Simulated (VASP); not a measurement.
# GaCo (Pm-3m) in VASP: a series of runs

The runs below take GaCo through single point, with PBE.

Everything below comes from runs of VASP 6.6.1. Logs are shortened: lines on timing, memory, paths and dates and some standing lists are left out, and cuts for length are marked.

### 1 The cell of the first run

The structure is cubic, space group Pm-3m (No. 221). The conventional cell has a = 2.878 Å, b = 2.878 Å, c = 2.878 Å, α = 90.00°, β = 90.00°, γ = 90.00°. Within 3.3 Å of Ga (site symmetry m-3m) lie 8 Co at 2.49 Å and 6 Ga at 2.88 Å. Co (site symmetry m-3m) has 8 Ga at 2.49 Å and 6 Co at 2.88 Å within 3.3 Å.

### 2 Single point, PBE, collinear spin, ferromagnetic start

File INCAR:

```
SYSTEM = GaCo
  PREC = Accurate
  ENCUT = 690
  EDIFF = 1E-6
  ISMEAR = -1
  SIGMA = 0.05
  LREAL = .False.
  LASPH = .True.
  NELM = 200
  ALGO = Normal
  ISIF = 2
  LWAVE = .False.
  LCHARG = .False.
  ISPIN = 2
  MAGMOM = 0 1.5
  LORBIT = 11
  NUPDOWN = 1.5
  LMAXMIX = 4
  GGA = PE
  NBANDS = 26
  GGA_COMPAT = .False.
```

File KPOINTS:

```
regular mesh
0
Gamma
  8 8 8
  0 0 0
```

File POSCAR:

```
GaCo
1.0
    2.8780000000      0.0000000000      0.0000000000
    0.0000000000      2.8780000000      0.0000000000
    0.0000000000      0.0000000000      2.8780000000
Ga Co
1 1
Direct
    0.5000000000      0.5000000000      0.5000000000
    0.0000000000      0.0000000000      0.0000000000
```

Potentials or basis: VASP PAW PBE potentials, release 64 (Ga_d, Co_sv).

The run is started by

```sh
$ cat potpaw_PBE.64/Ga_d/POTCAR potpaw_PBE.64/Co_sv/POTCAR > POTCAR
$ mpirun -np 1 vasp_std > vasp.out
```

OUTCAR:

```text
SYSTEM = GaCo
   PREC = Accurate
   ENCUT = 690
   EDIFF = 1E-6
   ISMEAR = -1
   LREAL = .False.
   LASPH = .True.
   NELM = 200
   ISIF = 2
   ISPIN = 2
   LORBIT = 11
   NUPDOWN = 1.5
   GGA = PE

 ion  position               nearest neighbor table
   1  0.500  0.500  0.500-   2 2.49   2 2.49   2 2.49   2 2.49   2 2.49   2 2.49   2 2.49   2 2.49

   2  0.000  0.000  0.000-   1 2.49   1 2.49   1 2.49   1 2.49   1 2.49   1 2.49   1 2.49   1 2.49

  LATTYP: Found a simple cubic cell.
 ALAT       =     2.8780000000

  Lattice vectors:

 A1 = (   2.8780000000,   0.0000000000,   0.0000000000)
 A2 = (   0.0000000000,   2.8780000000,   0.0000000000)
 A3 = (   0.0000000000,   0.0000000000,   2.8780000000)

Analysis of symmetry for initial positions (statically):
=====================================================================
 Subroutine PRICEL returns:
 Original cell was already a primitive cell.

 Routine SETGRP: Setting up the symmetry group for a
 simple cubic supercell.

 Subroutine GETGRP returns: Found 48 space group operations
 (whereof 48 operations were pure point group operations)
 out of a pool of 48 trial point group operations.

The static configuration has the point symmetry O_h .

Analysis of symmetry for dynamics (positions and initial velocities):
=====================================================================
 Subroutine PRICEL returns:
 Original cell was already a primitive cell.

 Routine SETGRP: Setting up the symmetry group for a
 simple cubic supercell.

 Subroutine GETGRP returns: Found 48 space group operations
 (whereof 48 operations were pure point group operations)
 out of a pool of 48 trial point group operations.

The dynamic configuration has the point symmetry O_h .

Analysis of structural, dynamic, and magnetic symmetry:
=====================================================================
 Subroutine PRICEL returns:
 Original cell was already a primitive cell.

 Routine SETGRP: Setting up the symmetry group for a
 simple cubic supercell.

 Subroutine GETGRP returns: Found 48 space group operations
 (whereof 48 operations were pure point group operations)
 out of a pool of 48 trial point group operations.

The overall configuration has the point symmetry O_h .

 Subroutine INISYM returns: Found 48 space group operations
 (whereof 48 operations are pure point group operations),
 and found     1 'primitive' translations

----------------------------------------------------------------------------------------

[... 115 lines left out ...]
  Thomas-Fermi vector in A             =   2.834868
   LORBIT       =     11    0 simple, 1 ext, 2 COOP (PROOUT), +10 PAW based schemes
   GGA     = PE    functional components
   LHFCALC =     F    Hartree Fock is set to
   AEXX    =    0.0000 exact exchange contribution
   IVDW    =     0    specifies the selected vdW correction
   LEPSILON=     F    determine dielectric tensor
   LRPA    =     F    only Hartree local field effects (RPA)
 spin polarized calculation
  energy-cutoff  :      690.00
  volume of cell :       23.84
 maximum number of plane-waves:       992
 NGX is ok and might be reduce to    28
   NGX = 13   NGY = 13   NGZ = 13

 number of electron      29.9999994 magnetization       1.4999996

 Free energy of the ion-electron system (eV)
  ---------------------------------------------------
  ext. energy  EPLUGINS =         0.00000000
  ---------------------------------------------------
  free energy    TOTEN  =       -10.11441478 eV

  energy without entropy =      -10.09179370  energy(sigma->0) =      -10.10310424

 E-fermi :  10.0328     XC(G=0): -13.4176

 val. band max:       11.4731154801   @ k =   0.3750   0.3750   0.2500
 cond. band min:      10.0422585902   @ k =   0.3750   0.1250   0.1250
 fundamental gap:     -1.4308568899
 Fermi energy:        11.4865290169

 spin component 1

 k-point     1 :       0.0000    0.0000    0.0000
  band No.  band energies     occupation
      1     -85.1888      1.00000
      2     -48.4630      1.00000
      3     -48.4630      1.00000
      4     -48.4630      1.00000
      5      -4.4581      1.00000
      6      -4.4581      1.00000
[... 685 lines left out ...]
     25      33.9627      0.00000
     26      37.8373      0.00000

 [... further k-points ...]

 spin component 2

 k-point     1 :       0.0000    0.0000    0.0000
  band No.  band energies     occupation
      1     -83.5598      1.00000
      2     -46.8743      1.00000
      3     -46.8743      1.00000
      4     -46.8743      1.00000
      5      -4.4490      1.00000
      6      -4.4490      1.00000
[... 685 lines left out ...]
     25      34.0983      0.00000
     26      37.9360      0.00000

 [... further k-points ...]

------------------------ aborting loop because EDIFF is reached ----------------------------------------

  FORCE on cell =-STRESS in cart. coord.  units (eV):
  Direction    XX          YY          ZZ          XY          YZ          ZX
  --------------------------------------------------------------------------------------
  -------------------------------------------------------------------------------------
  Total        1.4558658      1.4558658      1.4558658     -0.0000000     -0.0000000      0.0000000
  in kB       97.8497155     97.8497155     97.8497155     -0.0000000     -0.0000000      0.0000000
  external PRESSURE =      97.8497155 kB  Pullay stress =       0.0000000 kB

 VOLUME and BASIS-vectors are now :
 -----------------------------------------------------------------------------
  energy-cutoff  :      690.00
  volume of cell :       23.84
      direct lattice vectors                 reciprocal lattice vectors
     2.878000000  0.000000000  0.000000000     0.347463516  0.000000000  0.000000000
     0.000000000  2.878000000  0.000000000     0.000000000  0.347463516  0.000000000
     0.000000000  0.000000000  2.878000000     0.000000000  0.000000000  0.347463516

 POSITION                                       TOTAL-FORCE (eV/Angst)
 -----------------------------------------------------------------------------------
      1.43900      1.43900      1.43900         0.000000      0.000000      0.000000
      0.00000      0.00000      0.00000         0.000000      0.000000      0.000000
 -----------------------------------------------------------------------------------
    total drift:                                0.000000      0.000000      0.000000

  FREE ENERGIE OF THE ION-ELECTRON SYSTEM (eV)
  ---------------------------------------------------
  free  energy   TOTEN  =       -10.1144147800 eV

  energy  without entropy=      -10.0917936987  energy(sigma->0) =      -10.10310424

 total charge

# of ion       s       p       d       tot
------------------------------------------
    1        0.855   0.923  10.046  11.824
    2        2.203   6.100   6.829  15.132
--------------------------------------------------
tot          3.058   7.023  16.875  26.956

 magnetization (x)

# of ion       s       p       d       tot
------------------------------------------
    1        0.004   0.018   0.009   0.030
    2        0.015   0.018   1.349   1.382
--------------------------------------------------
tot          0.019   0.036   1.357   1.412
```

It took 41 s on 1 thread of AMD EPYC 9R45 (Zen 5), shared host; peak memory 0.17 GiB.

What came out:

| Property | Result |
| --- | --- |
| Free energy | -10.1144 eV |
| Pressure | 9.8 GPa |
| Net moment | 1.50 μB per cell |
| Site moments | Ga +0.03; Co +1.38 μB |
| Valence electrons inside the program's atomic spheres | Ga 11.82; Co 15.13 |

Caveat: the cell stands under pressure; the total moment is fixed, so each spin has its own Fermi level and the state may be an excited one.

### 3 Single point, PBE, collinear spin, ferromagnetic start

File INCAR:

```
ALGO     = Normal         # electronic algorithm
EDIFF    = 1E-6           # SCF threshold, eV
ENCUT    = 690            # plane-wave cutoff, eV
GGA      = PE             # functional
GGA_COMPAT= F            
ISIF     = 2              # what is computed and relaxed
ISMEAR   = -1             # smearing method
ISPIN    = 2              # spin polarisation
LASPH    = T              # aspherical terms in the spheres
LCHARG   = T              # write CHGCAR
LELF     = T              # ELF
LMAXMIX  = 4              # l up to which the mixer works
LORBIT   = 11             # projections on sites
LREAL    = F              # projectors in reciprocal space
LVHAR    = T            
LWAVE    = F              # write WAVECAR
MAGMOM   = 0 1            # initial moments
NBANDS   = 26             # bands
NELM     = 200            # most SCF steps
NUPDOWN  = 1.0            # fixed moment
PREC     = Accurate       # precision mode
SIGMA    = 0.05           # smearing width, eV
```

File KPOINTS:

```
k-points
0
Gamma
  8 8 8
```

POSCAR is that of step 2.

Potentials or basis: VASP PAW PBE potentials, release 64 (Ga_d, Co_sv).

The run is started by

```sh
$ cat potpaw_PBE.64/Ga_d/POTCAR potpaw_PBE.64/Co_sv/POTCAR > POTCAR
$ mpirun -np 1 vasp_std > vasp.out
```

OUTCAR:

```text
EDIFF = 1E-6
   ENCUT = 690
   GGA = PE
   ISIF = 2
   ISMEAR = -1
   ISPIN = 2
   LASPH = T
   LORBIT = 11
   LREAL = F
   NELM = 200
   NUPDOWN = 1.0
   PREC = Accurate

 ion  position               nearest neighbor table
   1  0.500  0.500  0.500-   2 2.49   2 2.49   2 2.49   2 2.49   2 2.49   2 2.49   2 2.49   2 2.49

   2  0.000  0.000  0.000-   1 2.49   1 2.49   1 2.49   1 2.49   1 2.49   1 2.49   1 2.49   1 2.49

  LATTYP: Found a simple cubic cell.
 ALAT       =     2.8780000000

  Lattice vectors:

 A1 = (   2.8780000000,   0.0000000000,   0.0000000000)
 A2 = (   0.0000000000,   2.8780000000,   0.0000000000)
 A3 = (   0.0000000000,   0.0000000000,   2.8780000000)

Analysis of symmetry for initial positions (statically):
=====================================================================
 Subroutine PRICEL returns:
 Original cell was already a primitive cell.

 Routine SETGRP: Setting up the symmetry group for a
 simple cubic supercell.
[... 894 lines left out ...]
      3     -46.8972      1.00000
      4     -46.8972      1.00000
      5      -4.5460      1.00000
      6      -4.5460      1.00000
[... 685 lines left out ...]
     25      34.0349      0.00000
     26      37.8614      0.00000

 [... further k-points ...]

------------------------ aborting loop because EDIFF is reached ----------------------------------------

  FORCE on cell =-STRESS in cart. coord.  units (eV):
  Direction    XX          YY          ZZ          XY          YZ          ZX
  --------------------------------------------------------------------------------------
  -------------------------------------------------------------------------------------
  Total        0.7682256      0.7682256      0.7682256      0.0000000      0.0000000     -0.0000000
  in kB       51.6329548     51.6329548     51.6329548      0.0000000      0.0000000     -0.0000000
  external PRESSURE =      51.6329548 kB  Pullay stress =       0.0000000 kB

 VOLUME and BASIS-vectors are now :
 -----------------------------------------------------------------------------
  energy-cutoff  :      690.00
  volume of cell :       23.84
      direct lattice vectors                 reciprocal lattice vectors
     2.878000000  0.000000000  0.000000000     0.347463516  0.000000000  0.000000000
     0.000000000  2.878000000  0.000000000     0.000000000  0.347463516  0.000000000
     0.000000000  0.000000000  2.878000000     0.000000000  0.000000000  0.347463516

 POSITION                                       TOTAL-FORCE (eV/Angst)
 -----------------------------------------------------------------------------------
      1.43900      1.43900      1.43900         0.000000      0.000000      0.000000
      0.00000      0.00000      0.00000         0.000000      0.000000      0.000000
 -----------------------------------------------------------------------------------
    total drift:                               -0.000000      0.000000      0.000000

  FREE ENERGIE OF THE ION-ELECTRON SYSTEM (eV)
  ---------------------------------------------------
  free  energy   TOTEN  =       -10.3819626349 eV

  energy  without entropy=      -10.3636651402  energy(sigma->0) =      -10.37281389

 total charge

# of ion       s       p       d       tot
------------------------------------------
    1        0.847   0.910  10.048  11.805
    2        2.197   6.092   6.870  15.159
--------------------------------------------------
tot          3.044   7.002  16.917  26.964

 magnetization (x)

# of ion       s       p       d       tot
------------------------------------------
    1       -0.007  -0.007  -0.001  -0.016
    2        0.009   0.007   0.977   0.993
--------------------------------------------------
tot          0.002  -0.000   0.975   0.977
```

It took 68 s on 1 thread of Intel Xeon Platinum 8259CL at 2.50GHz (Skylake/Cascade Lake), shared host; peak memory 0.2 GiB.

Results:

```yaml
Free_energy: -10.3820 eV
Pressure: 5.2 GPa
Net_moment: 1.00 μB per cell
Site_moments: Ga -0.02; Co +0.99 μB
Valence_electrons_inside_the_program's_atomic_spheres: Ga 11.80; Co 15.16
```

Caveat: the cell stands under pressure; the total moment is fixed, so each spin has its own Fermi level and the state may be an excited one.

### 4 Single point, PBE, collinear spin, ferromagnetic start

File INCAR:

```
SYSTEM = GaCo
ALGO = Normal
EDIFF = 1E-6
ENCUT = 690
GGA = PE
GGA_COMPAT = .FALSE.
ISIF = 2
ISMEAR = -1
ISPIN = 2
LASPH = .TRUE.
LCHARG = .FALSE.
LMAXMIX = 4
LORBIT = 11
LREAL = .FALSE.
LWAVE = .FALSE.
MAGMOM = 0 2
NBANDS = 26
NELM = 200
NUPDOWN = 2.0
PREC = Accurate
SIGMA = 0.05
```

File KPOINTS:

```
k-points
0
G
  8 8 8
  0 0 0
```

POSCAR is that of step 3.

The run is started by

```sh
$ cat potpaw_PBE.64/Ga_d/POTCAR potpaw_PBE.64/Co_sv/POTCAR > POTCAR
$ mpirun -np 1 vasp_std > vasp.out
```

Wall time 69 s (1 thread of Intel Xeon Platinum 8259CL at 2.50GHz (Skylake/Cascade Lake), shared host); peak memory 0.2 GiB.

Results (log left out):

| Item | Value |
| --- | --- |
| Free energy | -9.6273 eV |
| Pressure | 16.9 GPa |
| Net moment | 2.00 μB per cell |
| Site moments | Ga +0.12; Co +1.72 μB |
| Valence electrons inside the program's atomic spheres | Ga 11.86; Co 15.10 |

Caveat: the cell stands under pressure; the total moment is fixed, so each spin has its own Fermi level and the state may be an excited one.

### 5 Single point, PBE, collinear spin, ferromagnetic start

File INCAR:

```
SYSTEM = GaCo
PREC = Accurate
ENCUT = 690
EDIFF = 1E-6
ISMEAR = -1
SIGMA = 0.05
LREAL = .FALSE.
LASPH = .TRUE.
NELM = 200
ALGO = Normal
ISIF = 2
LWAVE = .FALSE.
LCHARG = .TRUE.
ISPIN = 2
MAGMOM = 0 4
LORBIT = 11
NUPDOWN = 4.0
LMAXMIX = 4
GGA = PE
LELF = .TRUE.
LVHAR = .TRUE.
NBANDS = 26
GGA_COMPAT = .FALSE.
```

File KPOINTS:

```
regular mesh
0
G
  8 8 8
  0 0 0
```

POSCAR is that of step 4.

The run is started by

```sh
$ cat potpaw_PBE.64/Ga_d/POTCAR potpaw_PBE.64/Co_sv/POTCAR > POTCAR
$ mpirun -np 1 vasp_std > vasp.out
```

Run time: 49 s. Hardware: 1 thread of Intel Xeon Platinum 8488C (Sapphire Rapids), shared host; peak memory 0.2 GiB.

It converged, with:

```yaml
Free_energy: -5.5767 eV
Pressure: 56.5 GPa
Net_moment: 4.00 μB per cell
Site_moments: Ga +0.61; Co +2.76 μB
Valence_electrons_inside_the_program's_atomic_spheres: Ga 12.01; Co 14.92
```

Caveat: the cell stands under pressure; the total moment is fixed, so each spin has its own Fermi level and the state may be an excited one.

### 6 Summary

| fixed moment (μB) | pressure (GPa) | moment (μB) |
| --- | --- | --- |
| 1.5 | 9.8 | 1.50 |
| 1.0 | 5.2 | 1.00 |
| 2.0 | 16.9 | 2.00 |
| 4.0 | 56.5 | 4.00 |

Alike in all rows: task single point; level PBE; potentials or basis VASP PAW PBE potentials, release 64 (Ga_d, Co_sv); spin collinear, ferromagnetic start; cell as given; k mesh 8 × 8 × 8; cutoff (eV) 690; smearing fermi-dirac 0.05 eV.

Caveats: the cell stands under pressure; the total moment is fixed, so each spin has its own Fermi level and the state may be an excited one.

Total energies depend on the potentials used, so only differences within one code and one set of settings carry meaning.
